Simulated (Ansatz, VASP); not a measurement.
## One calculation of ZnS, two programs

File INCAR:

```
SYSTEM = ZnS
PREC = Accurate ; ENCUT = 520
EDIFF = 1E-8 ; ISMEAR = -1
SIGMA = 0.01 ; LREAL = .FALSE.
LASPH = .TRUE. ; NELM = 80
ALGO = Normal ; ISIF = 2
LWAVE = .FALSE. ; LCHARG = .FALSE.
GGA = PS ; LEFG = .TRUE.
NBANDS = 16
```

Contents of KPOINTS:

```
Automatic mesh
0
G
  9 9 9
  0 0 0
```

The input POSCAR:

```
ZnS
1.0
    0.0000000000      2.6956042803      2.6956042803
    2.6956042803      0.0000000000      2.6956042803
    2.6956042803      2.6956042803      0.0000000000
Zn S
1 1
Direct
    0.0000000000      0.0000000000      0.0000000000
    0.7500000000      0.7500000000      0.7500000000
```

Input for Ansatz:

```yaml
crystal:
  lattice:
    - [0.0, 2.6956042803, 2.6956042803]
    - [2.6956042803, 0.0, 2.6956042803]
    - [2.6956042803, 2.6956042803, 0.0]
  atoms:
    - { symbol: Zn, position: [0.0, 0.0, 0.0] }
    - { symbol: S, position: [0.75, 0.75, 0.75] }
kpoints:
  mp_grid: { grid: [9, 9, 9] }
scf:
  occupations: { method: fermi_dirac, width: 0.01 }
hamiltonian:
  xc: pbesol
  pseudopotentials: { kind: paw }
output:
  forces: true
  stress: true
  eigenvalues: true
  efg: { contact_densities: true }
  write_density: true
  write_potential: true
  elf: true
  volumetric_format: npy
```

Change from the starting cell: volume scaled by 0.99, PAW files.

Alike in both runs: task electric field gradients; functional PBEsol; k mesh 9 × 9 × 9; occupations fermi-dirac, width 0.01 eV; no spin polarisation.

```csv
,VASP,Ansatz
version,VASP 6.6.1,Ansatz 0.2.0
potentials or method,"VASP PAW PBE potentials, release 64 (Zn, S)","PAW with Ansatz's default frozen-core files, scalar-relativistic"
plane-wave cutoff (eV),520,420
valence electrons in the cell,18,18
```

|  | VASP | Ansatz | Ansatz less VASP |
| --- | --- | --- | --- |
| gap on the k mesh at the Fermi level (eV) | 2.01 | 2.00 | -0.006 |
| pressure (GPa) | -1.3 | -1.5 | -0.19 |

VASP's potentials were made for PBE, not for PBEsol.
